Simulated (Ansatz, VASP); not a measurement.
## As in VASP and in Ansatz

File INCAR:

```
ALGO = Normal ; DIPOL = 0.5 0.5 0.382
EDIFF = 1E-7 ; ENCUT = 520
GGA = PE ; IDIPOL = 3
ISIF = 2 ; ISMEAR = 0
IVDW = 12 ; LASPH = True
LCHARG = False ; LDIPOL = True
LREAL = False ; LWAVE = False
NBANDS = 18 ; NELM = 80
PREC = Accurate ; SIGMA = 0.05
```

Contents of KPOINTS:

```
k-points
0
Gamma
  9 9 1
```

Contents of POSCAR:

```
As
1.0
    3.5713380906      0.0000000000      0.0000000000
   -1.7856690453      3.0928695120      0.0000000000
    0.0000000000      0.0000000000     20.2952802043
As
4
Direct
    0.3333333333      0.6666666667      0.2905917062
    0.6666666667      0.3333333333      0.2217264287
    1.1666666667      0.3333333333      0.5427508314
    0.8333333333      0.6666666667      0.4738855539
```

Input for Ansatz:

```yaml
crystal:
  lattice:
    - [3.5713380906, 0.0, 0.0]
    - [-1.7856690453, 3.092869512, 0.0]
    - [0.0, 0.0, 20.2952802043]
  atoms:
    - { symbol: As, position: [0.3333333333, 0.6666666667, 0.2905917062] }
    - { symbol: As, position: [0.6666666667, 0.3333333333, 0.2217264287] }
    - { symbol: As, position: [1.1666666667, 0.3333333333, 0.5427508314] }
    - { symbol: As, position: [0.8333333333, 0.6666666667, 0.4738855539] }
basis:
  ecutwfc: 420
kpoints:
  mp_grid: { grid: [9, 9, 1] }
hamiltonian:
  xc: pbe
  dispersion: d3bj
scf:
  occupations: { method: gaussian, width: 0.05 }
output:
  forces: true
  eigenvalues: true
efield:
  axis: 3
  dipole_correction: true
  ramp_width: 0.04
```

Alike in both runs: task single point; functional PBE; dispersion D3(BJ); k mesh 9 × 9 × 1; occupations gaussian, width 0.05 eV; no spin polarisation.

```csv
,VASP,Ansatz
version,VASP 6.6.1,Ansatz 0.2.0
potentials or method,"VASP PAW PBE potentials, release 64 (As), cutoff 520 eV","scalar-relativistic, plane waves, PAW"
valence electrons in the cell,20,60
```

VASP gave:

```
gap on the k mesh at the Fermi level (eV) : 1.27
least direct gap on the mesh (eV)         : 1.78
rms of the force components (eV/Å)        : 0.070
```

Problem. What did Ansatz give for the same quantities?

Solution. gap on the k mesh at the Fermi level (eV): 1.26; least direct gap on the mesh (eV): 1.81; rms of the force components (eV/Å): 0.030.

Atom by atom the forces differ by 0.053 eV/Å (rms over components). VASP's potentials hold 20 valence electrons a cell and Ansatz's 60, so a difference there can come from the potentials and not from the codes.
